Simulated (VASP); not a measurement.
Set up this calculation in VASP 6.6.1, as the native input.

| Quantity | Value |
| --- | --- |
| Task | single point |
| Functional | PBE |
| Potentials or basis | VASP PAW PBE potentials, release 64 (Hg) |
| Cutoff | 520 eV |
| k mesh | 8 × 8 × 8 |
| Occupations | gaussian, width 0.05 eV |
| Spin | no spin polarisation |
| Dipole correction | no |
| Further INCAR settings | ALGO = Normal; EDIFF = 1e-06; NBANDS = 12 |

The structure of Hg lies in POSCAR:

```
Hg
1.0
   -1.7913577498      1.7913577498      1.7913577498
    1.7913577498     -1.7913577498      1.7913577498
    1.7913577498      1.7913577498     -1.7913577498
Hg
1
Direct
    0.0000000000      0.0000000000      0.0000000000
```

One way to write it, as run:

INCAR

```
SYSTEM = Hg
PREC = Accurate ; ENCUT = 520
EDIFF = 1E-6 ; ISMEAR = 0
SIGMA = 0.05 ; LREAL = .False.
LASPH = .True. ; NELM = 60
ALGO = Normal ; ISIF = 2
LWAVE = .False. ; LCHARG = .False.
GGA = PE ; NBANDS = 12
```

KPOINTS

```
regular mesh
0
Gamma
  8 8 8
  0 0 0
```

Potentials or basis: VASP PAW PBE potentials, release 64 (Hg).

Command:

```bash
$ cat potpaw_PBE.64/Hg/POTCAR > POTCAR
$ mpirun -np 1 vasp_std > vasp.out
```

It gave:

```
Pressure               : 7.6 GPa
Band gap on the k mesh : zero (band 6 reaches 6.45 eV, above the bottom of band 7 at 1.81 eV)
```

Caveat: spin-orbit coupling is left out, which moves the levels of the heavy elements.

It took 3.7 s on 1 thread of Intel(R) Xeon(R) Platinum 8488C (Sapphire Rapids), with other jobs on the host, peak memory 0.14 GiB.
